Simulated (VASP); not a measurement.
# ZnO (P6_3mc) in VASP: single point with r2SCAN

Aim: the single point of ZnO with r2SCAN.

All numbers are computed with VASP 6.6.1; they aren't measurements. Logs are shortened: lines on timing, memory, paths and dates and some standing lists are left out, and cuts for length are marked.

**Experimental background.**

From “Electronic structure of alkaline earth and post-transition metal oxides”, 2009, arxiv:0908.1581, for a bulk crystal of ZnO: band gap 3.37 eV.

The results are compared with them further down.

**1. The cell of the first run**

Symmetry: P6_3mc, No. 186, hexagonal system. Conventional cell: a = 3.235 Å, b = 3.235 Å, c = 5.211 Å, α = 90.00°, β = 90.00°, γ = 120.00°. Zn (site symmetry 3m) has 4 O at 1.97 to 1.98 Å within 2.6 Å. O (site symmetry 3m) has 4 Zn at 1.97 to 1.98 Å within 2.6 Å.

**2. Single point, r2SCAN**

The input, POSCAR:

```
ZnO
1.0
    3.2352006011      0.0000000000      0.0000000000
   -1.6176003005      2.8017659069      0.0000000000
    0.0000000000      0.0000000000      5.2114160388
Zn O
2 2
Direct
    0.3333333333      0.6666666667      0.0012360743
    0.6666666667      0.3333333333      0.5012360743
    0.3333333333      0.6666666667      0.3808639257
    0.6666666667      0.3333333333      0.8808639257
```

The input, INCAR.step1:

```
SYSTEM = ZnO
PREC     = Accurate       ! precision mode
ENCUT    = 520            ! plane-wave cutoff, eV
ISMEAR   = 0              ! smearing method
SIGMA    = 0.02           ! smearing width, eV
LREAL    = .False.        ! projectors in reciprocal space
LASPH    = .True.         ! aspherical terms in the spheres
NELM     = 60             ! most SCF steps
NBANDS   = 26             ! bands
GGA      = PE             ! functional
ALGO     = Normal         ! electronic algorithm
EDIFF    = 1E-4           ! SCF threshold, eV
LWAVE    = .True.         ! write WAVECAR
LCHARG   = .False.        ! write CHGCAR
```

The input, INCAR.step2:

```
SYSTEM = ZnO
PREC     = Accurate       ! precision mode
ENCUT    = 520            ! plane-wave cutoff, eV
EDIFF    = 1E-6           ! SCF threshold, eV
ISMEAR   = 0              ! smearing method
SIGMA    = 0.02           ! smearing width, eV
LREAL    = .False.        ! projectors in reciprocal space
LASPH    = .True.         ! aspherical terms in the spheres
NELM     = 60             ! most SCF steps
ALGO     = Normal         ! electronic algorithm
ISIF     = 2              ! what is computed and relaxed
LWAVE    = .False.        ! write WAVECAR
LCHARG   = .True.         ! write CHGCAR
METAGGA  = R2SCAN         ! meta-GGA
LMIXTAU  = .True.       
LELF     = .True.         ! ELF
LVHAR    = .True.       
NBANDS   = 26             ! bands
ISTART   = 1
```

The input, KPOINTS:

```
Automatic mesh
0
Gamma
  12 12 6
  0 0 0
```

Potentials or basis: VASP PAW PBE potentials, release 64 (Zn, O).

The run is started by

```bash
cat potpaw_PBE.64/Zn/POTCAR potpaw_PBE.64/O/POTCAR > POTCAR
cp INCAR.step1 INCAR
mpirun -np 1 vasp_std > vasp.out
cp INCAR.step2 INCAR
mpirun -np 1 vasp_std > vasp.out
```

OUTCAR:

```text
SYSTEM = ZnO
   PREC = Accurate
   ENCUT = 520
   EDIFF = 1E-6
   ISMEAR = 0
   LREAL = .False.
   LASPH = .True.
   NELM = 60
   ISIF = 2
   METAGGA = R2SCAN
   ISTART = 1

 ion  position               nearest neighbor table
   1  0.333  0.667  0.001-   4 1.97   4 1.97   4 1.97   3 1.98
   2  0.667  0.333  0.501-   3 1.97   3 1.97   3 1.97   4 1.98
   3  0.333  0.667  0.381-   2 1.97   2 1.97   2 1.97   1 1.98
   4  0.667  0.333  0.881-   1 1.97   1 1.97   1 1.97   2 1.98

  LATTYP: Found a hexagonal cell.
 ALAT       =     3.2352006011
 C/A-ratio  =     1.6108478828

  Lattice vectors:

 A1 = (   3.2352006011,   0.0000000000,   0.0000000000)
 A2 = (  -1.6176003005,   2.8017659069,   0.0000000000)
 A3 = (   0.0000000000,   0.0000000000,   5.2114160388)

Analysis of symmetry for initial positions (statically):
=====================================================================
 Subroutine PRICEL returns:
 Original cell was already a primitive cell.

 Routine SETGRP: Setting up the symmetry group for a
 hexagonal supercell.

 Subroutine GETGRP returns: Found 12 space group operations
 (whereof  6 operations were pure point group operations)
 out of a pool of 24 trial point group operations.

The static configuration has the point symmetry C_3v.
 The point group associated with its full space group is C_6v.

Analysis of symmetry for dynamics (positions and initial velocities):
=====================================================================
 Subroutine PRICEL returns:
 Original cell was already a primitive cell.

 Routine SETGRP: Setting up the symmetry group for a
 hexagonal supercell.

 Subroutine GETGRP returns: Found 12 space group operations
 (whereof  6 operations were pure point group operations)
 out of a pool of 24 trial point group operations.

The dynamic configuration has the point symmetry C_3v.
 The point group associated with its full space group is C_6v.

 Subroutine INISYM returns: Found 12 space group operations
 (whereof  6 operations are pure point group operations),
 and found     1 'primitive' translations

----------------------------------------------------------------------------------------

                                     Primitive cell

  volume of cell :      47.2377

  direct lattice vectors                    reciprocal lattice vectors
     3.235200601  0.000000000  0.000000000     0.309099844  0.178458878  0.000000000
    -1.617600300  2.801765907  0.000000000     0.000000000  0.356917756  0.000000000
     0.000000000  0.000000000  5.211416039     0.000000000  0.000000000  0.191886426

  length of vectors
     3.235200601  3.235200601  5.211416039     0.356917756  0.356917756  0.191886426

  position of ions in fractional coordinates (direct lattice)
     0.333333333  0.666666667  0.001236074
     0.666666667  0.333333333  0.501236074
     0.333333333  0.666666667  0.380863926
     0.666666667  0.333333333  0.880863926

  ion indices of the primitive-cell ions
   primitive index   ion index
                 1           1
                 2           2
                 3           3
                 4           4

----------------------------------------------------------------------------------------

 KPOINTS: Automatic mesh

Automatic generation of k-mesh.
 Grid dimensions read from file:
 generate k-points for:   12   12    6

 Generating k-lattice:

  Cartesian coordinates                     Fractional coordinates (reciprocal lattice)
     0.025758320  0.014871573  0.000000000     0.083333333  0.000000000  0.000000000
     0.000000000  0.029743146  0.000000000     0.000000000  0.083333333  0.000000000
     0.000000000  0.000000000  0.031981071     0.000000000  0.000000000  0.166666667

  Length of vectors
     0.029743146  0.029743146  0.031981071

  Shift w.r.t. Gamma in fractional coordinates (k-lattice)
     0.000000000  0.000000000  0.000000000

 Subroutine IBZKPT returns following result:
 ===========================================

 Found     76 irreducible k-points:

 Following reciprocal coordinates:
            Coordinates               Weight
  0.000000  0.000000  0.000000      1.000000
  0.083333  0.000000  0.000000      6.000000
  0.166667  0.000000  0.000000      6.000000
  0.250000  0.000000  0.000000      6.000000
  0.333333  0.000000  0.000000      6.000000
  0.416667  0.000000  0.000000      6.000000
[... 16 lines left out ...]
  0.250000  0.000000  0.166667     12.000000
  0.333333  0.000000  0.166667     12.000000
 [... further k-points ...]
   k-points           NKPTS =     76   k-points in BZ     NKDIM =     76   number of bands    NBANDS=     26
   number of dos      NEDOS =    301   number of ions     NIONS =      4
   total plane-waves  NPLWV =  23040
   dimension x,y,z NGX =    24 NGY =   24 NGZ =   40
   dimension x,y,z NGXF=    48 NGYF=   48 NGZF=   80
   ions per type =               2   2
   NGX,Y,Z   is equivalent  to a cutoff of  12.33, 12.33, 12.76 a.u.
   NGXF,Y,Z  is equivalent  to a cutoff of  24.67, 24.67, 25.52 a.u.
 SYSTEM =  ZnO
   PREC   = accura    normal or accurate (medium, high low for compatibility)
   ISTART =      1    job   : 0-new  1-cont  2-samecut
   ICHARG =      0    charge: 1-file 2-atom 10-const
   ISPIN  =      1    spin polarized calculation?
   LNONCOLLINEAR =      F non collinear calculations
   LSORBIT =      F    spin-orbit coupling
   LASPH  =      T    aspherical Exc in radial PAW
   ENCUT  =  520.0 eV  38.22 Ry    6.18 a.u.   6.02  6.02  9.69*2*pi/ulx,y,z
   NELM   =     60;   NELMIN=  2; NELMDL=  0     # of ELM steps
   EDIFF  = 0.1E-05   stopping-criterion for ELM
   LREAL  =      F    real-space projection
   EDIFFG = 0.1E-04   stopping-criterion for IOM
   NSW    =      0    number of steps for IOM
   IBRION =     -1    ionic relax: 0-MD 1-quasi-New 2-CG
   NFREE  =      0    steps in history (QN), initial steepest desc. (CG)
   ISIF   =      2    stress and relaxation
   ISYM   =      2    0-nonsym 1-usesym 2-fastsym
   POTIM  = 0.5000    time-step for ionic-motion
   TEBEG  =    0.0;   TEEND  =   0.0 temperature during run
   PSTRESS=    0.0 pullay stress
   NELECT =      36.0000    total number of electrons
   NUPDOWN=      -1.0000    fix difference up-down
   EMIN   =  10.00;   EMAX   =-10.00  energy-range for DOS
   EFERMI =   0.00;   METHOD = LEGACY
   ISMEAR =     0;   SIGMA  =   0.02  broadening in eV -4-tet -1-fermi 0-gaus
   EFERMI_NEDOS =   21; number of points for ismear=-14 and -15
   IALGO  =     38    algorithm
   IMIX   =      4    mixing-type and parameters
     AMIX     =   0.40;   BMIX     =  1.00
     AMIX_MAG =   1.60;   BMIX_MAG =  1.00
  volume/ion in A,a.u.               =      11.81        79.69
  Fermi-wavevector in a.u.,A,eV,Ry     =   1.495361  2.825823 30.424051  2.236105
  Thomas-Fermi vector in A             =   2.607516
   LORBIT       =      0    0 simple, 1 ext, 2 COOP (PROOUT), +10 PAW based schemes
   METAGGA = R2SCAN    functional components
   LHFCALC =     F    Hartree Fock is set to
   AEXX    =    0.0000 exact exchange contribution
   IVDW    =     0    specifies the selected vdW correction
   LEPSILON=     F    determine dielectric tensor
   LRPA    =     F    only Hartree local field effects (RPA)
 non-spin polarized calculation
 Gauss-broadening in eV      SIGMA  =   0.02
  energy-cutoff  :      520.00
  volume of cell :       47.24
 maximum number of plane-waves:      1292
   NGX = 13   NGY = 13   NGZ = 19

 number of electron      36.0000021 magnetization

 Free energy of the ion-electron system (eV)
  ---------------------------------------------------
  ext. energy  EPLUGINS =         0.00000000
  ---------------------------------------------------
  free energy    TOTEN  =       -36.31675312 eV

  energy without entropy =      -36.31675312  energy(sigma->0) =      -36.31675312

 E-fermi :   1.0282     XC(G=0): -11.7063

 val. band max:        0.9187576318   @ k =   0.0000   0.0000   0.0000
 cond. band min:       2.1535311506   @ k =   0.0000   0.0000   0.0000
 fundamental gap:      1.2347735188
 Fermi energy:         1.0281553527

 k-point     1 :       0.0000    0.0000    0.0000
  band No.  band energies     occupation
      1     -18.2269      2.00000
      2     -17.5308      2.00000
      3      -4.9396      2.00000
      4      -4.9395      2.00000
      5      -4.8829      2.00000
      6      -4.8362      2.00000
[... 18 lines left out ...]
     25      16.0379      0.00000
     26      16.0381      0.00000

 k-point     2 :       0.0833    0.0000    0.0000
  band No.  band energies     occupation
      1     -18.1898      2.00000
      2     -17.5142      2.00000
      3      -4.9833      2.00000
      4      -4.9159      2.00000
      5      -4.8566      2.00000
      6      -4.7902      2.00000
[... 18 lines left out ...]
     25      15.9820      0.00000
     26      16.1393      0.00000

 k-point     3 :       0.1667    0.0000    0.0000
  band No.  band energies     occupation
      1     -18.0852      2.00000
      2     -17.4699      2.00000
      3      -5.0837      2.00000
      4      -4.8532      2.00000
      5      -4.8202      2.00000
      6      -4.7454      2.00000
[... 18 lines left out ...]
     25      15.8373      0.00000
     26      16.2270      0.00000

 k-point     4 :       0.2500    0.0000    0.0000
  band No.  band energies     occupation
      1     -17.9336      2.00000
      2     -17.4139      2.00000
      3      -5.1840      2.00000
      4      -4.8382      2.00000
      5      -4.7748      2.00000
      6      -4.6451      2.00000
[... 18 lines left out ...]
     25      15.1820      0.00000
     26      16.0392      0.00000
[... 496 lines left out ...]
      1     -18.0452      2.00000
      2     -17.5121      2.00000
      3      -5.1126      2.00000
      4      -4.9171      2.00000
      5      -4.8423      2.00000
      6      -4.7837      2.00000
[... 18 lines left out ...]
     25      14.9893      0.00000
     26      15.9870      0.00000

 k-point    23 :       0.2500    0.0000    0.1667
  band No.  band energies     occupation
      1     -17.8989      2.00000
      2     -17.4488      2.00000
      3      -5.2127      2.00000
      4      -4.9360      2.00000
      5      -4.7595      2.00000
      6      -4.6684      2.00000
[... 18 lines left out ...]
     25      15.1781      0.00000
     26      15.9032      0.00000

 k-point    24 :       0.3333    0.0000    0.1667
  band No.  band energies     occupation
      1     -17.7393      2.00000
      2     -17.3939      2.00000
      3      -5.2592      2.00000
      4      -4.9675      2.00000
      5      -4.6873      2.00000
      6      -4.5288      2.00000
[... 18 lines left out ...]
     25      15.2096      0.00000
     26      15.8854      0.00000

 [... further k-points ...]

------------------------ aborting loop because EDIFF is reached ----------------------------------------

  FORCE on cell =-STRESS in cart. coord.  units (eV):
  Direction    XX          YY          ZZ          XY          YZ          ZX
  --------------------------------------------------------------------------------------
  -------------------------------------------------------------------------------------
  Total        0.2800517      0.2800517      0.3026192      0.0000000      0.0000000      0.0000000
  in kB        9.4986080      9.4986080     10.2640370      0.0000000      0.0000000      0.0000000
  external PRESSURE =       9.7537510 kB  Pullay stress =       0.0000000 kB

 VOLUME and BASIS-vectors are now :
 -----------------------------------------------------------------------------
  energy-cutoff  :      520.00
  volume of cell :       47.24
      direct lattice vectors                 reciprocal lattice vectors
     3.235200601  0.000000000  0.000000000     0.309099844  0.178458878  0.000000000
    -1.617600300  2.801765907  0.000000000     0.000000000  0.356917756  0.000000000
     0.000000000  0.000000000  5.211416039     0.000000000  0.000000000  0.191886426

 POSITION                                       TOTAL-FORCE (eV/Angst)
 -----------------------------------------------------------------------------------
     -0.00000      1.86784      0.00644        -0.000000      0.000000     -0.011633
      1.61760      0.93392      2.61215         0.000000     -0.000000     -0.011633
     -0.00000      1.86784      1.98484         0.000000     -0.000000      0.011633
      1.61760      0.93392      4.59055         0.000000      0.000000      0.011633
 -----------------------------------------------------------------------------------
    total drift:                                0.000000      0.000000     -0.090673

  FREE ENERGIE OF THE ION-ELECTRON SYSTEM (eV)
  ---------------------------------------------------
  free  energy   TOTEN  =       -36.3167531246 eV

  energy  without entropy=      -36.3167531246  energy(sigma->0) =      -36.31675312
```

Wall time 3.7 min (1 thread of Intel Xeon Platinum 8259CL at 2.50GHz (Skylake/Cascade Lake), shared host); peak memory 0.22 GiB.

Results:

* Free energy: -36.3168 eV
* Pressure: 1.0 GPa
* Largest force: 0.012 eV/Å
* Band gap on the k mesh: 1.23 eV

Forces in eV/Å, atoms in the order of the input:
```
Zn   0.000  0.000 -0.012
Zn   0.000  0.000 -0.012
O    0.000  0.000  0.012
O    0.000  0.000  0.012
```

Stress tensor (GPa, compression positive):
```
0.95 0.00 0.00
0.00 0.95 0.00
0.00 0.00 1.03
```

Levels at points of the mesh, in eV from the valence-band top:
```csv
k point,band 15,band 16,band 17,band 18,band 19,band 20,band 21,band 22
"(0.00, 0.00, 0.00)",-0.82,-0.09,0.00,0.00,1.23,5.87,8.83,13.73
"(0.50, 0.00, 0.00)",-2.87,-2.34,-1.31,-0.87,6.43,7.36,8.08,9.32
"(0.00, 0.00, 0.50)",-0.40,-0.40,-0.40,-0.40,3.94,3.94,10.83,10.83
"(0.50, 0.00, 0.50)",-1.56,-1.56,-1.41,-1.41,6.25,6.25,9.18,9.18
```

Caveat: the PAW data sets were made with another functional, which shifts forces and pressure a little.

**3. Against experiment**

Step 2. Measured gap of ZnO: 3.37 eV (quoted in “Electronic structure of alkaline earth and post-transition metal oxides”, 2009, arxiv:0908.1581). This calculation gives 1.23 eV (-2.14 eV). So large a miss can be the level of theory's own, or it may mean another phase, state or a wrong row. The value is that of r2SCAN, without temperature or zero-point motion.
